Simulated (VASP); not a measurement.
The system is CsI.

```
Cs I
1.0
     4.60814    0.00000    0.00000
     0.00000    4.60814    0.00000
     0.00000    0.00000    4.60814
Cs I
1 1
Cartesian
  0.0000 0.0000 0.0000
  2.3041 2.3041 2.3041
```

Base run:

```yaml
Program: VASP 6.6.1
Functional: PBE
Potentials_or_basis: VASP PAW PBE potentials, release 64 (Cs_sv, I)
Cutoff: 500 eV
k_mesh: 4 × 4 × 4
Occupations: gaussian, width 0.01 eV
Spin: no spin polarisation
```

Its results: band gap on the k mesh 3.79 eV (least direct gap 3.88 eV); pressure 0.5 GPa.

Task: The run is repeated on the same cell with these changes: functional from PBE to r2SCAN; cutoff from 500 eV to 550 eV. What comes out?

Result: Band gap on the k mesh 4.50 eV (least direct gap 4.59 eV); pressure 0.1 GPa.

Caveats: spin-orbit coupling is left out, which moves the levels of the heavy elements; the PAW data sets were made with another functional, which shifts forces and pressure a little (at least some runs).

A k mesh can miss the band edges.
